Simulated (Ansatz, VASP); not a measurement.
One calculation of Re, two programs

```xyz
2
Lattice="2.7608 0.0000 0.0000 -1.3804 2.3909 0.0000 0.0000 0.0000 4.4582" Properties=species:S:1:pos:R:3 pbc="T T T"
Re    1.3804    0.7970    3.3436
Re    0.0000    1.5939    1.1145
```

Alike in both runs: task relaxation of cell and atoms; functional RPBE; dispersion D3(BJ); k mesh 11 × 11 × 6; occupations fermi-dirac, width 0.05 eV; no spin polarisation.

|  | VASP | Ansatz |
| --- | --- | --- |
| version | VASP 6.6.1 | Ansatz 0.2.0 |
| potentials or method | VASP PAW PBE potentials, release 64 (Re), cutoff 600 eV | all-electron LAPW, scalar-relativistic |

|  | VASP | Ansatz | Ansatz less VASP |
| --- | --- | --- | --- |
| relaxed volume (Å³/atom) | 13.44 | 13.43 | -0.014 |
| relaxed cell length with the largest relative difference (Å) | 2.678 | 2.676 | -0.0012 |

VASP's potentials were made for PBE, not for RPBE. Ansatz ran all-electron here, and VASP with PAW potentials.

Neither program's run includes spin-orbit coupling.
